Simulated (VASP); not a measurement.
Write the native input for VASP 6.6.1 that does the following.

```
Task                   : relaxation of cell and atoms
Functional             : LDA
Potentials or basis    : VASP PAW LDA potentials, release 64 (Si)
Cutoff                 : 500 eV
k mesh                 : 10 × 10 × 10
Occupations            : methfessel-paxton, width 0.02 eV
Spin                   : no spin polarisation
Target pressure        : 30 GPa
Dipole correction      : no
Further INCAR settings : ALGO = Normal; EDIFF = 1e-07; IBRION = 2; EDIFFG = -0.01; NSW = 80; ISIF = 3
```

The structure of Si lies in POSCAR:

```
Si
1.0
    2.5700000000      0.0000000000      0.0000000000
    0.0000000000      2.5700000000      0.0000000000
    0.0000000000      0.0000000000      2.5700000000
Si
1
Direct
    0.0000000000      0.0000000000      0.0000000000
```

The input as run:

INCAR

```
ALGO = Normal ; EDIFF = 1E-7
EDIFFG = -0.01 ; ENCUT = 500
GGA_COMPAT = False ; IBRION = 2
ISIF = 3 ; ISMEAR = 1
LASPH = True ; LCHARG = False
LREAL = False ; LWAVE = False
NELM = 120 ; NELMIN = 4
NSW = 80 ; PREC = Accurate
PSTRESS = 300.0 ; SIGMA = 0.02
```

KPOINTS

```
k-points
0
Gamma
  10 10 10
```

Potentials or basis: VASP PAW LDA potentials, release 64 (Si).

Launch:

```bash
$ cat potpaw_LDA.64/Si/POTCAR > POTCAR
$ mpirun -np 1 vasp_std > vasp.out
```

Results of the run:

```json
{
  "Relaxed volume": "13.11 Å³/atom",
  "Relaxed cell": "a = 2.358 Å, b = 2.358 Å, c = 2.358 Å, α = 90.00°, β = 90.00°, γ = 90.00°",
  "Space group after relaxing (to 0.05 Å)": "Pm-3m (No. 221)",
  "Energy change on relaxing (the enthalpy is what falls)": "+178.6 meV/atom",
  "Ionic steps": "5",
  "Pressure after relaxing": "30.0 GPa",
  "Band gap on the k mesh": "zero (band 2 reaches 18.57 eV, above the bottom of band 3 at 8.10 eV)"
}
```

Caveat: the cell is relaxed towards a set pressure, so the enthalpy falls and the energy may rise; the volume moved by over 15 % at a fixed basis, so the end points are rough.

It took 29 s on 1 thread of AMD EPYC 7R13, with other jobs on the host, peak memory 0.09 GiB.
